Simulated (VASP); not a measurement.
VGe3:

```
Ge V
1.0
     4.76800    0.00000    0.00000
     0.00000    4.76800    0.00000
     0.00000    0.00000    4.76800
Ge V
6 2
Direct
  0.25000 0.00000 0.50000
  0.50000 0.75000 0.00000
  0.75000 0.00000 0.50000
  0.50000 0.25000 0.00000
  0.00000 0.50000 0.75000
  0.00000 0.50000 0.25000
  0.00000 0.00000 0.00000
  0.50000 0.50000 0.50000
```

Base run:

```yaml
Program: VASP 6.6.1
Functional: PBE
Potentials_or_basis: VASP PAW PBE potentials, release 64 (Ge_d, V_sv)
Cutoff: 520 eV
k_mesh: 5 × 5 × 5
Occupations: fermi-dirac, width 0.05 eV
Spin: no spin polarisation
```

Its results: pressure 27.2 GPa.

**Question.** The run is repeated on the same cell with these changes: spin from no spin polarisation to collinear spin, ferromagnetic start; further incar settings from ALGO = Normal; EDIFF = 1e-06; NBANDS = 65 to ALGO = Normal; EDIFF = 1e-06; NBANDS = 69. What comes out?

**Answer.** Pressure 28.3 GPa; net moment 2.39 μB per cell; site moments Ge -0.01; V +1.08 μB.

Caveats: the cell stands under pressure.
